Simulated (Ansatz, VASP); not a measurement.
# Two plane-wave programs on MgCd2S3

```
Mg Cd S
1.0
     6.52053    0.00000    0.00000
    -3.26026    5.64694    0.00000
     0.00000    0.00000    3.59840
Mg Cd S
1 2 3
Direct
  0.00000 0.00000 0.00000
  0.33333 0.66667 0.00000
  0.66667 0.33333 0.00000
  0.50000 0.00000 0.50000
  0.50000 0.50000 0.50000
  0.00000 0.50000 0.50000
```

Change from the starting cell: species swapped into the ErB2Ru3 type (P6/mmm, No. 191).

Alike in both runs: task single point; functional PBE; k mesh 3 × 3 × 6; occupations gaussian, width 0.1 eV; no spin polarisation.

```csv
,VASP,Ansatz
version,VASP 6.6.1,Ansatz 0.2.0
potentials or method,"VASP PAW PBE potentials, release 64 (Mg, Cd, S), cutoff 520 eV","scalar-relativistic, plane waves, PAW"
valence electrons in the cell,44,68
```

```csv
,VASP,Ansatz,Ansatz less VASP
gap on the k mesh at the Fermi level (eV),none,none,-
pressure (GPa),6.0,5.6,-0.41
"traceless stress, the component that is largest in VASP (GPa)",-1.68,-1.87,-0.193
```

A gap of «none» marks a metal or a gap that the smearing closes. The functional is the same, so the differences come from potentials, cutoffs and numerics. VASP's potentials hold 44 valence electrons a cell and Ansatz's 68, so a difference there can come from the potentials and not from the codes.

The k mesh is coarse, so the values compare programs but aren't converged.
